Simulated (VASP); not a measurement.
Set up this calculation in VASP 6.6.1, as the native input.

| Quantity | Value |
| --- | --- |
| Task | single point |
| Functional | PBE |
| Dispersion | D3(BJ) |
| Potentials or basis | VASP PAW PBE potentials, release 64 (Ta_pv) |
| Cutoff | 520 eV |
| k mesh | 18 × 18 × 18 |
| Occupations | gaussian, width 0.1 eV |
| Spin | no spin polarisation |
| Dipole correction | no |
| Further INCAR settings | ALGO = Normal; EDIFF = 1e-06; NBANDS = 12 |

The structure of Ta lies in POSCAR:

```
Ta
1.0
   -1.6424121967      1.6424121967      1.6424121967
    1.6424121967     -1.6424121967      1.6424121967
    1.6424121967      1.6424121967     -1.6424121967
Ta
1
Direct
    0.0000000000      0.0000000000      0.0000000000
```

One way to write it, as run:

INCAR

```
ALGO = Normal ; EDIFF = 1E-6
ENCUT = 520 ; GGA = PE
ISIF = 2 ; ISMEAR = 0
IVDW = 12 ; LASPH = T
LCHARG = F ; LREAL = F
LWAVE = F ; NBANDS = 12
NELM = 100 ; PREC = Accurate
SIGMA = 0.1
```

KPOINTS

```
k-points
0
Gamma
  18 18 18
```

Potentials or basis: VASP PAW PBE potentials, release 64 (Ta_pv).

Command:

```console
$ cat potpaw_PBE.64/Ta_pv/POTCAR > POTCAR
$ mpirun -np 1 vasp_std > vasp.out
```

It gave:

| Quantity | Value |
| --- | --- |
| Pressure | 0.2 GPa |
| Dispersion energy per atom | -0.674 eV |

Caveat: pairwise dispersion overbinds metals, which lowers pressure and volume.

It took 33 s on 1 thread of AMD EPYC 7R13 Processor (Zen 3) (shared host), peak memory 0.15 GiB.
